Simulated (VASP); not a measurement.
A run of VASP 6.6.1 is set up as follows.

Contents of INCAR:

```
SYSTEM = Al2BiN
ALGO = Normal ; EDIFF = 1E-7
EDIFFG = -0.005 ; ENCUT = 600
GGA = PE ; IBRION = 2
ISIF = 3 ; ISMEAR = -1
LASPH = .True. ; LCHARG = .False.
LREAL = .False. ; LWAVE = .False.
NELM = 100 ; NSW = 80
PREC = Accurate ; SIGMA = 0.02
```

File KPOINTS:

```
k-points
0
Gamma
  6 6 4
  0 0 0
```

File POSCAR:

```
Al2BiN
1.0
    3.6288374043      0.0000000000      0.0000000000
    0.0000000000      3.6288374043      0.0000000000
    0.0000000000      0.0000000000      5.1319510728
N Al Bi
1 2 1
Direct
    0.0000000000      0.0000000000      0.0000000000
    0.0000000000      0.5000000000      0.7500000000
    0.5000000000      0.0000000000      0.2500000000
    0.5000000000      0.5000000000      0.5000000000
```

Potentials or basis: VASP PAW PBE potentials, release 64 (N, Al, Bi_d).

Launch:

```sh
$ cat potpaw_PBE.64/N/POTCAR potpaw_PBE.64/Al/POTCAR potpaw_PBE.64/Bi_d/POTCAR > POTCAR
$ mpirun -np 1 vasp_std > vasp.out
```

(1) Predict the relaxed volume.

(2) Predict the relaxed cell.

(3) Predict the band gap on the k mesh.

Results:

(1) 19.21 Å³/atom.

(2) a = 3.476 Å, b = 3.476 Å, c = 6.361 Å, α = 90.00°, β = 90.00°, γ = 90.00°.

(3) zero (band 13 reaches 9.04 eV, above the bottom of band 14 at 5.25 eV).

Caveat: spin-orbit coupling is left out, which moves the levels of the heavy elements.
